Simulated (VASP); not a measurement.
# Sr2Be (Fd-3m) in VASP: a series of runs

Sr2Be is run at these levels: PBE; tasks: single point, relaxation of cell and atoms.

All numbers are computed with VASP 6.6.1; they aren't measurements. Logs are shortened: lines on timing, memory, paths and dates and some standing lists are left out, and cuts for length are marked.

## Step 1: The cell of the first run

Symmetry: Fd-3m, No. 227, cubic system. Conventional cell: a = 9.910 Å, b = 9.910 Å, c = 9.910 Å, α = 90.00°, β = 90.00°, γ = 90.00°. Within 4.6 Å of Sr (site symmetry -3m) lie 6 Sr at 3.50 Å and 6 Be at 4.11 Å. Within 5.4 Å of Be (site symmetry -43m) lie 12 Sr at 4.11 Å and 4 Be at 4.29 Å.

## Step 2: Single point, PBE

The input, INCAR:

```
SYSTEM = Sr2Be
PREC = Accurate
ENCUT = 600
EDIFF = 1E-6
ISMEAR = 0
SIGMA = 0.1
LREAL = .False.
LASPH = .True.
NELM = 120
ALGO = Normal
ISIF = 2
LWAVE = .False.
LCHARG = .False.
GGA = PE
NBANDS = 31
GGA_COMPAT = .False.
```

The input, KPOINTS:

```
Automatic mesh
0
Gamma
  4 4 4
  0 0 0
```

The input, POSCAR:

```
Sr2Be
1.0
    0.0000000000      4.9549223943      4.9549223943
    4.9549223943      0.0000000000      4.9549223943
    4.9549223943      4.9549223943      0.0000000000
Sr Be
4 2
Direct
    0.6250000000      0.6250000000      0.6250000000
    0.1250000000      0.6250000000      0.6250000000
    0.6250000000      0.6250000000      0.1250000000
    0.6250000000      0.1250000000      0.6250000000
    0.0000000000      0.0000000000      0.0000000000
    0.2500000000      0.2500000000      0.2500000000
```

Potentials or basis: VASP PAW PBE potentials, release 64 (Sr_sv, Be).

Run with:

```
$ cat potpaw_PBE.64/Sr_sv/POTCAR potpaw_PBE.64/Be/POTCAR > POTCAR
$ mpirun -np 1 vasp_std > vasp.out
```

OUTCAR:

```text
SYSTEM = Sr2Be
   PREC = Accurate
   ENCUT = 600
   EDIFF = 1E-6
   ISMEAR = 0
   LREAL = .False.
   LASPH = .True.
   NELM = 120
   ISIF = 2
   GGA = PE

 ion  position               nearest neighbor table
   1  0.625  0.625  0.625-   2 3.50   3 3.50   4 3.50   3 3.50   4 3.50   2 3.50
   2  0.125  0.625  0.625-   1 3.50   3 3.50   4 3.50   1 3.50   3 3.50   4 3.50
   3  0.625  0.625  0.125-   1 3.50   1 3.50   2 3.50   4 3.50   4 3.50   2 3.50
   4  0.625  0.125  0.625-   1 3.50   3 3.50   1 3.50   2 3.50   3 3.50   2 3.50
   5  0.000  0.000  0.000-
   6  0.250  0.250  0.250-

  LATTYP: Found a face centered cubic cell.
 ALAT       =     9.9098447886

  Lattice vectors:

 A1 = (   0.0000000000,   4.9549223943,   4.9549223943)
 A2 = (   4.9549223943,   0.0000000000,   4.9549223943)
 A3 = (   4.9549223943,   4.9549223943,   0.0000000000)

Analysis of symmetry for initial positions (statically):
=====================================================================
 Subroutine PRICEL returns:
 Original cell was already a primitive cell.

 Routine SETGRP: Setting up the symmetry group for a
 face centered cubic supercell.

 Subroutine GETGRP returns: Found 48 space group operations
 (whereof 24 operations were pure point group operations)
 out of a pool of 48 trial point group operations.

The static configuration has the point symmetry T_d .
 The point group associated with its full space group is O_h .

Analysis of symmetry for dynamics (positions and initial velocities):
=====================================================================
 Subroutine PRICEL returns:
 Original cell was already a primitive cell.

 Routine SETGRP: Setting up the symmetry group for a
 face centered cubic supercell.

 Subroutine GETGRP returns: Found 48 space group operations
 (whereof 24 operations were pure point group operations)
 out of a pool of 48 trial point group operations.

The dynamic configuration has the point symmetry T_d .
 The point group associated with its full space group is O_h .

 Subroutine INISYM returns: Found 48 space group operations
 (whereof 24 operations are pure point group operations),
 and found     1 'primitive' translations

----------------------------------------------------------------------------------------

                                     Primitive cell

  volume of cell :     243.2991

  direct lattice vectors                    reciprocal lattice vectors
     0.000000000  4.954922394  4.954922394    -0.100909754  0.100909754  0.100909754
     4.954922394  0.000000000  4.954922394     0.100909754 -0.100909754  0.100909754
     4.954922394  4.954922394  0.000000000     0.100909754  0.100909754 -0.100909754

  length of vectors
     7.007318451  7.007318451  7.007318451     0.174780821  0.174780821  0.174780821

  position of ions in fractional coordinates (direct lattice)
     0.625000000  0.625000000  0.625000000
     0.125000000  0.625000000  0.625000000
     0.625000000  0.625000000  0.125000000
     0.625000000  0.125000000  0.625000000
     0.000000000  0.000000000  0.000000000
     0.250000000  0.250000000  0.250000000

  ion indices of the primitive-cell ions
   primitive index   ion index
                 1           1
                 2           2
                 3           3
                 4           4
                 5           5
                 6           6

----------------------------------------------------------------------------------------

 KPOINTS: Automatic mesh

Automatic generation of k-mesh.
 Grid dimensions read from file:
 generate k-points for:    4    4    4

 Generating k-lattice:

  Cartesian coordinates                     Fractional coordinates (reciprocal lattice)
    -0.025227439  0.025227439  0.025227439     0.250000000  0.000000000  0.000000000
     0.025227439 -0.025227439  0.025227439     0.000000000  0.250000000  0.000000000
     0.025227439  0.025227439 -0.025227439     0.000000000  0.000000000  0.250000000

  Length of vectors
     0.043695205  0.043695205  0.043695205

  Shift w.r.t. Gamma in fractional coordinates (k-lattice)
     0.000000000  0.000000000  0.000000000

 Subroutine IBZKPT returns following result:
 ===========================================

 Found      8 irreducible k-points:

 Following reciprocal coordinates:
            Coordinates               Weight
  0.000000  0.000000  0.000000      1.000000
  0.250000  0.000000  0.000000      8.000000
  0.500000  0.000000  0.000000      4.000000
  0.250000  0.250000  0.000000      6.000000
  0.500000  0.250000  0.000000     24.000000
 -0.250000  0.250000  0.000000     12.000000
  0.500000  0.500000  0.000000      3.000000
 -0.250000  0.500000  0.250000      6.000000
   k-points           NKPTS =      8   k-points in BZ     NKDIM =      8   number of bands    NBANDS=     31
   number of dos      NEDOS =    301   number of ions     NIONS =      6
   total plane-waves  NPLWV = 175616
   dimension x,y,z NGX =    56 NGY =   56 NGZ =   56
   dimension x,y,z NGXF=   112 NGYF=  112 NGZF=  112
   ions per type =               4   2
   NGX,Y,Z   is equivalent  to a cutoff of  13.29, 13.29, 13.29 a.u.
   NGXF,Y,Z  is equivalent  to a cutoff of  26.57, 26.57, 26.57 a.u.
 SYSTEM =  Sr2Be
   PREC   = accura    normal or accurate (medium, high low for compatibility)
   ISTART =      0    job   : 0-new  1-cont  2-samecut
   ICHARG =      2    charge: 1-file 2-atom 10-const
   ISPIN  =      1    spin polarized calculation?
   LNONCOLLINEAR =      F non collinear calculations
   LSORBIT =      F    spin-orbit coupling
   LASPH  =      T    aspherical Exc in radial PAW
   ENCUT  =  600.0 eV  44.10 Ry    6.64 a.u.  14.00 14.00 14.00*2*pi/ulx,y,z
   NELM   =    120;   NELMIN=  2; NELMDL= -5     # of ELM steps
   EDIFF  = 0.1E-05   stopping-criterion for ELM
   LREAL  =      F    real-space projection
   EDIFFG = 0.1E-04   stopping-criterion for IOM
   NSW    =      0    number of steps for IOM
   IBRION =     -1    ionic relax: 0-MD 1-quasi-New 2-CG
   NFREE  =      0    steps in history (QN), initial steepest desc. (CG)
   ISIF   =      2    stress and relaxation
   ISYM   =      2    0-nonsym 1-usesym 2-fastsym
   POTIM  = 0.5000    time-step for ionic-motion
   TEBEG  =    0.0;   TEEND  =   0.0 temperature during run
   PSTRESS=    0.0 pullay stress
   NELECT =      44.0000    total number of electrons
   NUPDOWN=      -1.0000    fix difference up-down
   EMIN   =  10.00;   EMAX   =-10.00  energy-range for DOS
   EFERMI =   0.00;   METHOD = LEGACY
   ISMEAR =     0;   SIGMA  =   0.10  broadening in eV -4-tet -1-fermi 0-gaus
   EFERMI_NEDOS =   21; number of points for ismear=-14 and -15
   IALGO  =     38    algorithm
   IMIX   =      4    mixing-type and parameters
     AMIX     =   0.40;   BMIX     =  1.00
     AMIX_MAG =   1.60;   BMIX_MAG =  1.00
  volume/ion in A,a.u.               =      40.55       273.64
  Fermi-wavevector in a.u.,A,eV,Ry     =   0.925789  1.749488 11.661363  0.857086
  Thomas-Fermi vector in A             =   2.051682
   LORBIT       =      0    0 simple, 1 ext, 2 COOP (PROOUT), +10 PAW based schemes
   GGA     = PE    functional components
   LHFCALC =     F    Hartree Fock is set to
   AEXX    =    0.0000 exact exchange contribution
   IVDW    =     0    specifies the selected vdW correction
   LEPSILON=     F    determine dielectric tensor
   LRPA    =     F    only Hartree local field effects (RPA)
 non-spin polarized calculation
 Gauss-broadening in eV      SIGMA  =   0.10
  energy-cutoff  :      600.00
  volume of cell :      243.30
 maximum number of plane-waves:      8144
   NGX = 27   NGY = 27   NGZ = 27

 number of electron      44.0000001 magnetization

 Free energy of the ion-electron system (eV)
  ---------------------------------------------------
  ext. energy  EPLUGINS =         0.00000000
  ---------------------------------------------------
  free energy    TOTEN  =        -6.84275965 eV

  energy without entropy =       -6.79157798  energy(sigma->0) =       -6.81716881

 E-fermi :   1.4178     XC(G=0):  -7.5879

 val. band max:        1.4099906365   @ k =   0.2500   0.0000   0.0000
 cond. band min:       1.4388097472   @ k =   0.5000   0.0000   0.0000
 fundamental gap:      0.0288191106
 Fermi energy:         1.4178386995

 k-point     1 :       0.0000    0.0000    0.0000
  band No.  band energies     occupation
      1     -34.9915      2.00000
      2     -34.8779      2.00000
      3     -34.8779      2.00000
      4     -34.8779      2.00000
      5     -17.6705      2.00000
      6     -17.2091      2.00000
[... 23 lines left out ...]
     30       2.9277      0.00000
     31       4.1442      0.00000

 k-point     2 :       0.2500    0.0000    0.0000
  band No.  band energies     occupation
      1     -34.9798      2.00000
      2     -34.8900      2.00000
      3     -34.8780      2.00000
      4     -34.8780      2.00000
      5     -17.5870      2.00000
      6     -17.1800      2.00000
[... 23 lines left out ...]
     30       3.1379      0.00000
     31       3.5554      0.00000

 k-point     3 :       0.5000    0.0000    0.0000
  band No.  band energies     occupation
      1     -34.9635      2.00000
      2     -34.9068      2.00000
      3     -34.8780      2.00000
      4     -34.8780      2.00000
      5     -17.4924      2.00000
      6     -17.1464      2.00000
[... 23 lines left out ...]
     30       3.5596      0.00000
     31       3.6598      0.00000

 k-point     4 :       0.2500    0.2500    0.0000
  band No.  band energies     occupation
      1     -34.9751      2.00000
      2     -34.8948      2.00000
      3     -34.8780      2.00000
      4     -34.8780      2.00000
      5     -17.5500      2.00000
      6     -17.2163      2.00000
[... 23 lines left out ...]
     30       3.2167      0.00000
     31       3.5000      0.00000

 k-point     5 :       0.5000    0.2500    0.0000
  band No.  band energies     occupation
      1     -34.9552      2.00000
      2     -34.9151      2.00000
      3     -34.8780      2.00000
      4     -34.8780      2.00000
      5     -17.4213      2.00000
      6     -17.1964      2.00000
[... 23 lines left out ...]
     30       3.4448      0.00000
     31       3.5175      0.00000

 k-point     6 :      -0.2500    0.2500    0.0000
  band No.  band energies     occupation
      1     -34.9635      2.00000
      2     -34.9067      2.00000
      3     -34.8780      2.00000
      4     -34.8780      2.00000
      5     -17.4746      2.00000
      6     -17.1720      2.00000
[... 23 lines left out ...]
     30       3.3102      0.00000
     31       3.6950      0.00000

 k-point     7 :       0.5000    0.5000    0.0000
  band No.  band energies     occupation
      1     -34.9352      2.00000
      2     -34.9352      2.00000
      3     -34.8780      2.00000
      4     -34.8780      2.00000
      5     -17.3033      2.00000
      6     -17.3033      2.00000
[... 23 lines left out ...]
     30       3.6618      0.00000
     31       3.8843      0.00000

 k-point     8 :      -0.2500    0.5000    0.2500
  band No.  band energies     occupation
      1     -34.9352      2.00000
      2     -34.9352      2.00000
      3     -34.8780      2.00000
      4     -34.8780      2.00000
      5     -17.2852      2.00000
      6     -17.2852      2.00000
[... 23 lines left out ...]
     30       3.2916      0.00000
     31       4.0125      0.00000

------------------------ aborting loop because EDIFF is reached ----------------------------------------

  FORCE on cell =-STRESS in cart. coord.  units (eV):
  Direction    XX          YY          ZZ          XY          YZ          ZX
  --------------------------------------------------------------------------------------
  -------------------------------------------------------------------------------------
  Total        0.1152480      0.1152480      0.1152480     -0.0000000     -0.0000000      0.0000000
  in kB        0.7589333      0.7589333      0.7589333     -0.0000000     -0.0000000      0.0000000
  external PRESSURE =       0.7589333 kB  Pullay stress =       0.0000000 kB

 VOLUME and BASIS-vectors are now :
 -----------------------------------------------------------------------------
  energy-cutoff  :      600.00
  volume of cell :      243.30
      direct lattice vectors                 reciprocal lattice vectors
     0.000000000  4.954922394  4.954922394    -0.100909754  0.100909754  0.100909754
     4.954922394  0.000000000  4.954922394     0.100909754 -0.100909754  0.100909754
     4.954922394  4.954922394  0.000000000     0.100909754  0.100909754 -0.100909754

 POSITION                                       TOTAL-FORCE (eV/Angst)
 -----------------------------------------------------------------------------------
      6.19365      6.19365      6.19365         0.000000     -0.000000      0.000000
      6.19365      3.71619      3.71619         0.000000     -0.000000     -0.000000
      3.71619      3.71619      6.19365         0.000000     -0.000000     -0.000000
      3.71619      6.19365      3.71619         0.000000     -0.000000      0.000000
      0.00000      0.00000      0.00000         0.000000      0.000000      0.000000
      2.47746      2.47746      2.47746        -0.000000      0.000000     -0.000000
 -----------------------------------------------------------------------------------
    total drift:                               -0.000000     -0.000000      0.000000

  FREE ENERGIE OF THE ION-ELECTRON SYSTEM (eV)
  ---------------------------------------------------
  free  energy   TOTEN  =        -6.8427596474 eV

  energy  without entropy=       -6.7915779785  energy(sigma->0) =       -6.81716881
```

Wall time 46 s (1 thread of Intel Xeon 6975P-C (Granite Rapids), shared host); peak memory 0.43 GiB.

Results:

```
Free energy            : -6.8428 eV
Pressure               : 0.1 GPa
Band gap on the k mesh : zero (bands 22 and 23 overlap by 0.24 eV)
```

## Step 3: Relaxation of cell and atoms, PBE

This run uses another cell than the first one, of 24.46 Å³/atom.

The input, INCAR:

```
PREC     = Accurate       # precision mode
ENCUT    = 600            # plane-wave cutoff, eV
EDIFF    = 1E-7           # SCF threshold, eV
ISMEAR   = 0              # smearing method
SIGMA    = 0.1            # smearing width, eV
LREAL    = F              # projectors in reciprocal space
LASPH    = T              # aspherical terms in the spheres
NELM     = 120            # most SCF steps
ALGO     = Normal         # electronic algorithm
ISIF     = 3              # what is computed and relaxed
LWAVE    = F              # write WAVECAR
LCHARG   = F              # write CHGCAR
GGA      = PE             # functional
IBRION   = 2              # ionic algorithm
NSW      = 90             # ionic steps
EDIFFG   = -0.04          # ionic threshold
GGA_COMPAT= F            
NELMIN   = 4
```

The input, KPOINTS:

```
Automatic mesh
0
Gamma
  4 4 4
```

Changes to POSCAR since step 2:

```diff
@@ -2,5 +2,5 @@
 1.0
-    0.0000000000      4.9549223943      4.9549223943
-    4.9549223943      0.0000000000      4.9549223943
-    4.9549223943      4.9549223943      0.0000000000
+    0.0000000000      4.1867706764      4.1867706764
+    4.1867706764      0.0000000000      4.1867706764
+    4.1867706764      4.1867706764      0.0000000000
 Sr Be
```

Potentials or basis: VASP PAW PBE potentials, release 64 (Sr_sv, Be).

Run with:

```
$ cat potpaw_PBE.64/Sr_sv/POTCAR potpaw_PBE.64/Be/POTCAR > POTCAR
$ mpirun -np 1 vasp_std > vasp.out
```

Run time: 2.8 min. Hardware: 1 thread of Intel Xeon 6975P-C (Granite Rapids), shared host; peak memory 0.34 GiB.

Results (log left out):

* Free energy: -6.8324 eV
* Relaxed volume: 40.24 Å³/atom
* Relaxed cell: a = 6.990 Å, b = 6.990 Å, c = 6.990 Å, α = 60.00°, β = 60.00°, γ = 60.00°
* Space group after relaxing (to 0.1 Å): Fd-3m (No. 227)
* Energy gained by relaxing: 400.0 meV/atom
* Ionic steps: 6
* Pressure after relaxing: 0.1 GPa
* Band gap on the k mesh: zero (bands 22 and 23 overlap by 0.24 eV)

The path:
| step | energy change (eV) | largest force (eV/Å) | pressure (GPa) | volume (Å³) |
| --- | --- | --- | --- | --- |
| 1 | 0.0000 | 0.0000 | 12.00 | 146.78 |
| 2 | -1.8897 | 0.0000 | 3.66 | 189.26 |
| 3 | -2.3261 | 0.0000 | 1.09 | 220.69 |
| 4 | -2.1905 | 0.0000 | -1.10 | 293.61 |
| 5 | -2.3992 | 0.0000 | -0.38 | 250.04 |
| 6 | -2.4002 | 0.0000 | 0.12 | 241.46 |

Final structure:
```yaml
crystal:
  lattice:
    - [0.00000, 4.94243, 4.94243]
    - [4.94243, 0.00000, 4.94243]
    - [4.94243, 4.94243, 0.00000]
  atoms:
    - { symbol: Sr, position: [0.62500, 0.62500, 0.62500] }
    - { symbol: Sr, position: [0.12500, 0.62500, 0.62500] }
    - { symbol: Sr, position: [0.62500, 0.62500, 0.12500] }
    - { symbol: Sr, position: [0.62500, 0.12500, 0.62500] }
    - { symbol: Be, position: [0.00000, 0.00000, 0.00000] }
    - { symbol: Be, position: [0.25000, 0.25000, 0.25000] }
```

Levels at points of the mesh, in eV from the Fermi level:
```
           k point  band 19  band 20  band 21  band 22  band 23  band 24  band 25  band 26
(0.00, 0.00, 0.00)    -1.02    -0.51    -0.51    -0.51    -0.06    -0.06    -0.06     0.95
(0.50, 0.00, 0.00)    -1.65    -0.13    -0.13    -0.11     0.02     0.02     0.70     1.11
(0.50, 0.50, 0.00)    -1.08    -1.08    -0.71    -0.71     0.63     0.63     0.76     0.76
```

Caveat: the volume moved by over 15 % at a fixed basis, so the end points are rough.

The gap in the log of VASP goes by the Fermi energy; the results here count the filled bands.